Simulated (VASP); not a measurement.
Wanted: the native input for a VASP 6.6.1 run.

| Quantity | Value |
| --- | --- |
| Task | electric field gradients |
| Functional | PBE |
| Potentials or basis | VASP PAW PBE potentials, release 64 (Te) |
| Cutoff | 520 eV |
| k mesh | 9 × 9 × 6 |
| Occupations | fermi-dirac, width 0.08 eV |
| Spin | no spin polarisation |
| Dipole correction | no |
| Further INCAR settings | ALGO = Normal; EDIFF = 1e-08; NBANDS = 16 |

The structure of Te lies in POSCAR:

```
Te
1.0
    4.4579994587      0.0000000000      0.0000000000
   -2.2289997294      3.8607407813      0.0000000000
    0.0000000000      0.0000000000      5.7472500000
Te
3
Direct
    0.7450000000      0.0000000000      0.3333333333
    0.0000000000      0.7450000000      0.6666666667
    0.2550000000      0.2550000000      0.0000000000
```

This cell differs from its parent crystal: zz strain of -3 %.

These files were run (other wordings do the same):

INCAR

```
SYSTEM = Te
PREC = Accurate
ENCUT = 520
EDIFF = 1E-8
ISMEAR = -1
SIGMA = 0.08
LREAL = .FALSE.
LASPH = .TRUE.
NELM = 100
ALGO = Normal
ISIF = 2
LWAVE = .FALSE.
LCHARG = .FALSE.
GGA = PE
LEFG = .TRUE.
NBANDS = 16
```

KPOINTS

```
regular mesh
0
G
  9 9 6
  0 0 0
```

Potentials or basis: VASP PAW PBE potentials, release 64 (Te).

Run with:

```bash
$ cat potpaw_PBE.64/Te/POTCAR > POTCAR
$ mpirun -np 1 vasp_std > vasp.out
```

Results of the run:

| Item | Value |
| --- | --- |
| Pressure | 5.7 GPa |
| Largest force | 0.949 eV/Å |
| Band gap on the k mesh | 0.32 eV |
| Largest electric field gradient by atom | Te -559.0 V/Å² |

Caveat: the cell differs from its parent crystal (zz strain of -3 %); the cell stands under pressure; without QUAD_EFG the Cq values of the log hold for a quadrupole moment of 1 mb, not for the nuclei; spin-orbit coupling is left out, which moves the levels of the heavy elements; an odd mesh through Γ misses points on the zone boundary, where band edges can lie.

Run time: 70 s on 1 thread of Intel(R) Xeon(R) Platinum 8375C CPU @ 2.90GHz (Ice Lake) (shared host), peak memory 0.27 GiB.
